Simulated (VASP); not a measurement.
# YHf (Fd-3m) in VASP: further runs

YHf is run at these levels: PBE; tasks: single point, relaxation of cell and atoms.

Program: VASP 6.6.1. These are calculated values, not measurements. Logs are shortened: lines on timing, memory, paths and dates and some standing lists are left out, and cuts for length are marked.

## Step 1: The cell of the first run

It takes space group Fd-3m (No. 227, cubic). The conventional cell has a = 6.999 Å, b = 6.999 Å, c = 6.999 Å, α = 90.00°, β = 90.00°, γ = 90.00°. Y (site symmetry -43m) has 4 Y at 3.03 Å and 10 Hf at 3.03 to 3.50 Å within 4.0 Å. Hf (site symmetry -43m) has 10 Y at 3.03 to 3.50 Å and 4 Hf at 3.03 Å within 4.0 Å.

## Step 2: Single point, PBE

Input file INCAR:

```
SYSTEM = YHf
  PREC = Accurate
  ENCUT = 520
  EDIFF = 1E-7
  ISMEAR = 0
  SIGMA = 0.1
  LREAL = .FALSE.
  LASPH = .TRUE.
  NELM = 100
  ALGO = Fast
  ISIF = 2
  LWAVE = .FALSE.
  LCHARG = .FALSE.
  GGA = PE
  NBANDS = 29
```

Input file KPOINTS:

```
regular mesh
0
G
  4 4 4
  0 0 0
```

Input file POSCAR:

```
YHf
1.0
    0.0000000000      3.4995509200      3.4995509200
    3.4995509200      0.0000000000      3.4995509200
    3.4995509200      3.4995509200      0.0000000000
Y Hf
2 2
Direct
    0.0000000000      0.0000000000      0.0000000000
    0.2500000000      0.2500000000      0.2500000000
    0.5000000000      0.5000000000      0.5000000000
    0.7500000000      0.7500000000      0.7500000000
```

Potentials or basis: VASP PAW PBE potentials, release 64 (Y_sv, Hf_pv).

On the command line:

```sh
$ cat potpaw_PBE.64/Y_sv/POTCAR potpaw_PBE.64/Hf_pv/POTCAR > POTCAR
$ mpirun -np 1 vasp_std > vasp.out
```

OUTCAR:

```text
SYSTEM = YHf
   PREC = Accurate
   ENCUT = 520
   EDIFF = 1E-7
   ISMEAR = 0
   LREAL = .FALSE.
   LASPH = .TRUE.
   NELM = 100
   ISIF = 2
   GGA = PE

 ion  position               nearest neighbor table
   1  0.000  0.000  0.000-   4 3.03   4 3.03   4 3.03   2 3.03   4 3.03   2 3.03   2 3.03   2 3.03
                             3 3.50   3 3.50   3 3.50   3 3.50   3 3.50   3 3.50
   2  0.250  0.250  0.250-   1 3.03   1 3.03   1 3.03   1 3.03   3 3.03   3 3.03   3 3.03   3 3.03
                             4 3.50   4 3.50   4 3.50   4 3.50   4 3.50   4 3.50
   3  0.500  0.500  0.500-   2 3.03   2 3.03   2 3.03   2 3.03   4 3.03   4 3.03   4 3.03   4 3.03
                             1 3.50   1 3.50   1 3.50   1 3.50   1 3.50   1 3.50
   4  0.750  0.750  0.750-   3 3.03   3 3.03   3 3.03   1 3.03   3 3.03   1 3.03   1 3.03   1 3.03
                             2 3.50   2 3.50   2 3.50   2 3.50   2 3.50   2 3.50

  LATTYP: Found a face centered cubic cell.
 ALAT       =     6.9991018400

  Lattice vectors:

 A1 = (   0.0000000000,   3.4995509200,   3.4995509200)
 A2 = (   3.4995509200,   0.0000000000,   3.4995509200)
 A3 = (   3.4995509200,   3.4995509200,   0.0000000000)

Analysis of symmetry for initial positions (statically):
=====================================================================
 Subroutine PRICEL returns:
 Original cell was already a primitive cell.

 Routine SETGRP: Setting up the symmetry group for a
 face centered cubic supercell.

 Subroutine GETGRP returns: Found 48 space group operations
 (whereof 24 operations were pure point group operations)
 out of a pool of 48 trial point group operations.

The static configuration has the point symmetry T_d .
 The point group associated with its full space group is O_h .

Analysis of symmetry for dynamics (positions and initial velocities):
=====================================================================
 Subroutine PRICEL returns:
 Original cell was already a primitive cell.

 Routine SETGRP: Setting up the symmetry group for a
 face centered cubic supercell.

 Subroutine GETGRP returns: Found 48 space group operations
 (whereof 24 operations were pure point group operations)
 out of a pool of 48 trial point group operations.

The dynamic configuration has the point symmetry T_d .
 The point group associated with its full space group is O_h .

 Subroutine INISYM returns: Found 48 space group operations
 (whereof 24 operations are pure point group operations),
 and found     1 'primitive' translations

----------------------------------------------------------------------------------------

                                     Primitive cell

  volume of cell :      85.7170

  direct lattice vectors                    reciprocal lattice vectors
     0.000000000  3.499550920  3.499550920    -0.142875475  0.142875475  0.142875475
     3.499550920  0.000000000  3.499550920     0.142875475 -0.142875475  0.142875475
     3.499550920  3.499550920  0.000000000     0.142875475  0.142875475 -0.142875475

  length of vectors
     4.949112373  4.949112373  4.949112373     0.247467582  0.247467582  0.247467582

  position of ions in fractional coordinates (direct lattice)
     0.000000000  0.000000000  0.000000000
     0.250000000  0.250000000  0.250000000
     0.500000000  0.500000000  0.500000000
     0.750000000  0.750000000  0.750000000

  ion indices of the primitive-cell ions
   primitive index   ion index
                 1           1
                 2           2
                 3           3
                 4           4

----------------------------------------------------------------------------------------

 KPOINTS: regular mesh

Automatic generation of k-mesh.
 Grid dimensions read from file:
 generate k-points for:    4    4    4

 Generating k-lattice:

  Cartesian coordinates                     Fractional coordinates (reciprocal lattice)
    -0.035718869  0.035718869  0.035718869     0.250000000  0.000000000  0.000000000
     0.035718869 -0.035718869  0.035718869     0.000000000  0.250000000  0.000000000
     0.035718869  0.035718869 -0.035718869     0.000000000  0.000000000  0.250000000

  Length of vectors
     0.061866895  0.061866895  0.061866895

  Shift w.r.t. Gamma in fractional coordinates (k-lattice)
     0.000000000  0.000000000  0.000000000

 Subroutine IBZKPT returns following result:
 ===========================================

 Found      8 irreducible k-points:

 Following reciprocal coordinates:
            Coordinates               Weight
  0.000000  0.000000  0.000000      1.000000
  0.250000  0.000000  0.000000      8.000000
  0.500000  0.000000  0.000000      4.000000
  0.250000  0.250000  0.000000      6.000000
  0.500000  0.250000  0.000000     24.000000
 -0.250000  0.250000  0.000000     12.000000
  0.500000  0.500000  0.000000      3.000000
 -0.250000  0.500000  0.250000      6.000000
   k-points           NKPTS =      8   k-points in BZ     NKDIM =      8   number of bands    NBANDS=     29
   number of dos      NEDOS =    301   number of ions     NIONS =      4
   total plane-waves  NPLWV =  64000
   dimension x,y,z NGX =    40 NGY =   40 NGZ =   40
   dimension x,y,z NGXF=    80 NGYF=   80 NGZF=   80
   ions per type =               2   2
   NGX,Y,Z   is equivalent  to a cutoff of  13.44, 13.44, 13.44 a.u.
   NGXF,Y,Z  is equivalent  to a cutoff of  26.87, 26.87, 26.87 a.u.
 SYSTEM =  YHf
   PREC   = accura    normal or accurate (medium, high low for compatibility)
   ISTART =      0    job   : 0-new  1-cont  2-samecut
   ICHARG =      2    charge: 1-file 2-atom 10-const
   ISPIN  =      1    spin polarized calculation?
   LNONCOLLINEAR =      F non collinear calculations
   LSORBIT =      F    spin-orbit coupling
   LASPH  =      T    aspherical Exc in radial PAW
   ENCUT  =  520.0 eV  38.22 Ry    6.18 a.u.   9.20  9.20  9.20*2*pi/ulx,y,z
   NELM   =    100;   NELMIN=  2; NELMDL= -5     # of ELM steps
   EDIFF  = 0.1E-06   stopping-criterion for ELM
   LREAL  =      F    real-space projection
   EDIFFG = 0.1E-05   stopping-criterion for IOM
   NSW    =      0    number of steps for IOM
   IBRION =     -1    ionic relax: 0-MD 1-quasi-New 2-CG
   NFREE  =      0    steps in history (QN), initial steepest desc. (CG)
   ISIF   =      2    stress and relaxation
   ISYM   =      2    0-nonsym 1-usesym 2-fastsym
   POTIM  = 0.5000    time-step for ionic-motion
   TEBEG  =    0.0;   TEEND  =   0.0 temperature during run
   PSTRESS=    0.0 pullay stress
   NELECT =      42.0000    total number of electrons
   NUPDOWN=      -1.0000    fix difference up-down
   EMIN   =  10.00;   EMAX   =-10.00  energy-range for DOS
   EFERMI =   0.00;   METHOD = LEGACY
   ISMEAR =     0;   SIGMA  =   0.10  broadening in eV -4-tet -1-fermi 0-gaus
   EFERMI_NEDOS =   21; number of points for ismear=-14 and -15
   IALGO  =     68    algorithm
   IMIX   =      4    mixing-type and parameters
     AMIX     =   0.40;   BMIX     =  1.00
     AMIX_MAG =   1.60;   BMIX_MAG =  1.00
  volume/ion in A,a.u.               =      21.43       144.61
  Fermi-wavevector in a.u.,A,eV,Ry     =   1.290632  2.438940 22.663630  1.665730
  Thomas-Fermi vector in A             =   2.422451
   LORBIT       =      0    0 simple, 1 ext, 2 COOP (PROOUT), +10 PAW based schemes
   GGA     = PE    functional components
   LHFCALC =     F    Hartree Fock is set to
   AEXX    =    0.0000 exact exchange contribution
   IVDW    =     0    specifies the selected vdW correction
   LEPSILON=     F    determine dielectric tensor
   LRPA    =     F    only Hartree local field effects (RPA)
 non-spin polarized calculation
 RMM-DIIS sequential band-by-band and
 Gauss-broadening in eV      SIGMA  =   0.10
  energy-cutoff  :      520.00
  volume of cell :       85.72
 maximum number of plane-waves:      2332
 NGX is ok and might be reduce to    40
   NGX = 19   NGY = 19   NGZ = 19

 number of electron      42.0000003 magnetization

 Free energy of the ion-electron system (eV)
  ---------------------------------------------------
  ext. energy  EPLUGINS =         0.00000000
  ---------------------------------------------------
  free energy    TOTEN  =       -30.48023484 eV

  energy without entropy =      -30.44404469  energy(sigma->0) =      -30.46213977

 E-fermi :   5.1712     XC(G=0): -11.3441

 val. band max:        5.1071050005   @ k =   0.5000   0.0000   0.0000
 cond. band min:       5.1733017245   @ k =   0.2500   0.0000   0.0000
 fundamental gap:      0.0661967239
 Fermi energy:         5.1711951246

 k-point     1 :       0.0000    0.0000    0.0000
  band No.  band energies     occupation
      1     -36.6580      2.00000
      2     -36.3467      2.00000
      3     -24.9573      2.00000
      4     -24.9573      2.00000
      5     -24.9573      2.00000
      6     -24.6344      2.00000
[... 21 lines left out ...]
     28       9.8106      0.00000
     29      11.2188      0.00000

 k-point     2 :       0.2500    0.0000    0.0000
  band No.  band energies     occupation
      1     -36.6270      2.00000
      2     -36.3802      2.00000
      3     -24.9798      2.00000
      4     -24.9798      2.00000
      5     -24.9584      2.00000
      6     -24.6306      2.00000
[... 21 lines left out ...]
     28       9.5496      0.00000
     29       9.5496      0.00000

 k-point     3 :       0.5000    0.0000    0.0000
  band No.  band energies     occupation
      1     -36.5834      2.00000
      2     -36.4262      2.00000
      3     -24.9999      2.00000
      4     -24.9999      2.00000
      5     -24.9494      2.00000
      6     -24.6373      2.00000
[... 21 lines left out ...]
     28       9.7806      0.00000
     29      10.3106      0.00000

 k-point     4 :       0.2500    0.2500    0.0000
  band No.  band energies     occupation
      1     -36.6144      2.00000
      2     -36.3935      2.00000
      3     -25.0060      2.00000
      4     -25.0060      2.00000
      5     -24.9114      2.00000
      6     -24.6742      2.00000
[... 21 lines left out ...]
     28       9.4561      0.00000
     29       9.4562      0.00000

 k-point     5 :       0.5000    0.2500    0.0000
  band No.  band energies     occupation
      1     -36.5606      2.00000
      2     -36.4497      2.00000
      3     -25.0289      2.00000
      4     -25.0245      2.00000
      5     -24.8809      2.00000
      6     -24.7182      2.00000
[... 21 lines left out ...]
     28       8.6788      0.00000
     29       9.0380      0.00000

 k-point     6 :      -0.2500    0.2500    0.0000
  band No.  band energies     occupation
      1     -36.5831      2.00000
      2     -36.4264      2.00000
      3     -25.0221      2.00000
      4     -25.0005      2.00000
      5     -24.9165      2.00000
      6     -24.6862      2.00000
[... 21 lines left out ...]
     28       9.4288      0.00000
     29       9.4556      0.00000

 k-point     7 :       0.5000    0.5000    0.0000
  band No.  band energies     occupation
      1     -36.5055      2.00000
      2     -36.5055      2.00000
      3     -25.0469      2.00000
      4     -25.0469      2.00000
      5     -24.7923      2.00000
      6     -24.7923      2.00000
[... 21 lines left out ...]
     28       7.8109      0.00000
     29       9.2436      0.00000

 k-point     8 :      -0.2500    0.5000    0.2500
  band No.  band energies     occupation
      1     -36.5055      2.00000
      2     -36.5055      2.00000
      3     -25.0365      2.00000
      4     -25.0365      2.00000
      5     -24.8048      2.00000
      6     -24.8048      2.00000
[... 21 lines left out ...]
     28       8.6516      0.00000
     29       8.8361      0.00000

------------------------ aborting loop because EDIFF is reached ----------------------------------------

  FORCE on cell =-STRESS in cart. coord.  units (eV):
  Direction    XX          YY          ZZ          XY          YZ          ZX
  --------------------------------------------------------------------------------------
  -------------------------------------------------------------------------------------
  Total        9.3704084      9.3704084      9.3704084      0.0000000     -0.0000000      0.0000000
  in kB      175.1467785    175.1467785    175.1467785      0.0000000     -0.0000000      0.0000000
  external PRESSURE =     175.1467785 kB  Pullay stress =       0.0000000 kB

 VOLUME and BASIS-vectors are now :
 -----------------------------------------------------------------------------
  energy-cutoff  :      520.00
  volume of cell :       85.72
      direct lattice vectors                 reciprocal lattice vectors
     0.000000000  3.499550920  3.499550920    -0.142875475  0.142875475  0.142875475
     3.499550920  0.000000000  3.499550920     0.142875475 -0.142875475  0.142875475
     3.499550920  3.499550920  0.000000000     0.142875475  0.142875475 -0.142875475

 POSITION                                       TOTAL-FORCE (eV/Angst)
 -----------------------------------------------------------------------------------
      0.00000      0.00000      0.00000         0.000000      0.000000      0.000000
      1.74978      1.74978      1.74978        -0.000000     -0.000000     -0.000000
      3.49955      3.49955      3.49955         0.000000      0.000000     -0.000000
      5.24933      5.24933      5.24933         0.000000      0.000000     -0.000000
 -----------------------------------------------------------------------------------
    total drift:                               -0.000000      0.000000      0.000000

  FREE ENERGIE OF THE ION-ELECTRON SYSTEM (eV)
  ---------------------------------------------------
  free  energy   TOTEN  =       -30.4802348402 eV

  energy  without entropy=      -30.4440446919  energy(sigma->0) =      -30.46213977
```

Wall time 58 s (1 thread of Intel Xeon Platinum 8488C (Sapphire Rapids), shared host); peak memory 0.26 GiB.

What came out:

- Free energy: -30.4802 eV
- Pressure: 17.5 GPa
- Band gap on the k mesh: zero (band 21 reaches 5.46 eV, above the bottom of band 22 at 4.99 eV)

Caveat: the k points lie up to 0.39 Å⁻¹ apart; spin-orbit coupling is left out, which moves the levels of the heavy elements.

## Step 3: Single point, PBE

This run uses another cell than the first one, of 26.26 Å³/atom, 1.225 times its volume.

Input file INCAR:

```
PREC     = Accurate       # precision mode
ENCUT    = 520            # plane-wave cutoff, eV
EDIFF    = 1E-7           # SCF threshold, eV
ISMEAR   = 0              # smearing method
SIGMA    = 0.1            # smearing width, eV
LREAL    = F              # projectors in reciprocal space
LASPH    = T              # aspherical terms in the spheres
NELM     = 80             # most SCF steps
ALGO     = Fast           # electronic algorithm
ISIF     = 2              # what is computed and relaxed
LWAVE    = F              # write WAVECAR
LCHARG   = F              # write CHGCAR
GGA      = PE             # functional
NBANDS   = 29             # bands
```

Input file KPOINTS:

```
regular mesh
0
Gamma
  4 4 4
```

Input file POSCAR:

```
YHf
1.0
    0.0000000000      3.7447828321      3.7447828321
    3.7447828321      0.0000000000      3.7447828321
    3.7447828321      3.7447828321      0.0000000000
Y Hf
2 2
Direct
    0.0000000000      0.0000000000      0.0000000000
    0.2500000000      0.2500000000      0.2500000000
    0.5000000000      0.5000000000      0.5000000000
    0.7500000000      0.7500000000      0.7500000000
```

Potentials or basis: VASP PAW PBE potentials, release 64 (Y_sv, Hf_pv).

On the command line:

```sh
$ cat potpaw_PBE.64/Y_sv/POTCAR potpaw_PBE.64/Hf_pv/POTCAR > POTCAR
$ mpirun -np 1 vasp_std > vasp.out
```

Wall time 76 s (1 thread of Intel Xeon Platinum 8488C (Sapphire Rapids), shared host); peak memory 0.26 GiB.

The run converged. Its results:

```yaml
Free_energy: -31.4048 eV
Pressure: -0.1 GPa
Band_gap_on_the_k_mesh: zero (band 21 reaches 4.11 eV, above the bottom of band 22 at 3.62 eV)
```

Levels at points of the mesh, in eV from the Fermi level:
```
           k point  band 18  band 19  band 20  band 21  band 22  band 23  band 24  band 25
(0.00, 0.00, 0.00)    -0.41    -0.41    -0.41    -0.38    -0.38    -0.38     1.65     1.65
(0.50, 0.00, 0.00)    -0.79    -0.67    -0.67    -0.65    -0.01    -0.01     0.00     0.28
(0.50, 0.50, 0.00)    -2.27    -0.20    -0.20     0.12     0.12     0.91     0.91     1.77
```

Caveat: the k points lie up to 0.36 Å⁻¹ apart; spin-orbit coupling is left out, which moves the levels of the heavy elements.

## Step 4: Relaxation of cell and atoms, PBE

Input file INCAR:

```
PREC = Accurate
ENCUT = 600
EDIFF = 1E-7
ISMEAR = 0
SIGMA = 0.1
LREAL = F
LASPH = T
NELM = 60
ALGO = Normal
ISIF = 3
LWAVE = F
LCHARG = F
GGA = PE
IBRION = 2
NSW = 90
EDIFFG = -0.04
```

KPOINTS is that of step 3.

Input file POSCAR:

```
YHf
1.0
    0.0000000000      3.4995509200      3.4995509200
    3.4995509200      0.0000000000      3.4995509200
    3.4995509200      3.4995509200      0.0000000000
Y Hf
2 2
Direct
    0.0000000000      0.0000000000      0.0000000000
    0.2500000000      0.2500000000      0.2500000000
    0.5000000000      0.5000000000      0.5000000000
    0.7500000000      0.7500000000      0.7500000000
```

On the command line:

```sh
$ cat potpaw_PBE.64/Y_sv/POTCAR potpaw_PBE.64/Hf_pv/POTCAR > POTCAR
$ mpirun -np 1 vasp_std > vasp.out
```

Run time: 2 min. Hardware: 1 thread of Intel Xeon Platinum 8488C (Sapphire Rapids), shared host; peak memory 0.25 GiB.

It converged, with:

```yaml
Free_energy: -31.4034 eV
Relaxed_volume: 26.26 Å³/atom
Relaxed_cell: a = 5.296 Å, b = 5.296 Å, c = 5.296 Å, α = 60.00°, β = 60.00°, γ = 60.00°
Space_group_after_relaxing_to_0.05_Å: Fd-3m (No. 227)
Energy_gained_by_relaxing: 230.6 meV/atom
Ionic_steps: 3
Pressure_after_relaxing: -0.1 GPa
Band_gap_on_the_k_mesh: zero (band 21 reaches 4.11 eV, above the bottom of band 22 at 3.62 eV)
```

Step by step:
| step | energy change (eV) | largest force (eV/Å) | pressure (GPa) | volume (Å³) |
| --- | --- | --- | --- | --- |
| 1 | 0.0000 | 0.0000 | 17.52 | 85.72 |
| 2 | -0.6438 | 0.0000 | -6.00 | 118.19 |
| 3 | -0.9225 | 0.0000 | -0.15 | 105.04 |

Final structure:
```xyz
4
Lattice="0.0000 3.7449 3.7449 3.7449 0.0000 3.7449 3.7449 3.7449 0.0000" Properties=species:S:1:pos:R:3 pbc="T T T"
Y     0.0000    0.0000    0.0000
Y     1.8725    1.8725    1.8725
Hf    3.7449    3.7449    3.7449
Hf    5.6174    5.6174    5.6174
```

Levels at points of the mesh, in eV from the Fermi level:
```csv
k point,band 18,band 19,band 20,band 21,band 22,band 23,band 24,band 25
"(0.00, 0.00, 0.00)",-0.41,-0.41,-0.41,-0.38,-0.38,-0.38,1.65,1.65
"(0.50, 0.00, 0.00)",-0.79,-0.67,-0.67,-0.65,-0.01,-0.01,0.00,0.28
"(0.50, 0.50, 0.00)",-2.27,-0.20,-0.20,0.12,0.12,0.91,0.91,1.77
```

Caveat: the k points lie up to 0.36 Å⁻¹ apart in the final cell; the volume moved by over 15 % at a fixed basis, so the end points are rough; spin-orbit coupling is left out, which moves the levels of the heavy elements.

## Step 5: The runs side by side

| task | cell | cutoff (eV) | gap on the mesh (eV) | pressure (GPa) |
| --- | --- | --- | --- | --- |
| single point | a = 4.949 Å, angles 60.0°, 4 atoms | 520 | none | 17.5 |
| single point | a = 5.296 Å, angles 60.0°, 4 atoms | 520 | none | -0.1 |
| relaxation of cell and atoms | relaxed from a = 4.949 Å, angles 60.0°, 4 atoms | 600 | none | -0.1 |

Alike in all rows: level PBE; potentials or basis VASP PAW PBE potentials, release 64 (Y_sv, Hf_pv); no spin polarisation; k mesh 4 × 4 × 4; smearing gaussian 0.1 eV.

Caveats: all runs use coarse meshes; spin-orbit coupling is left out, which moves the levels of the heavy elements; the volume moved by over 15 % at a fixed basis, so the end points are rough (some runs).

Total energies depend on the potentials used, so only differences within one code and one set of settings carry meaning.
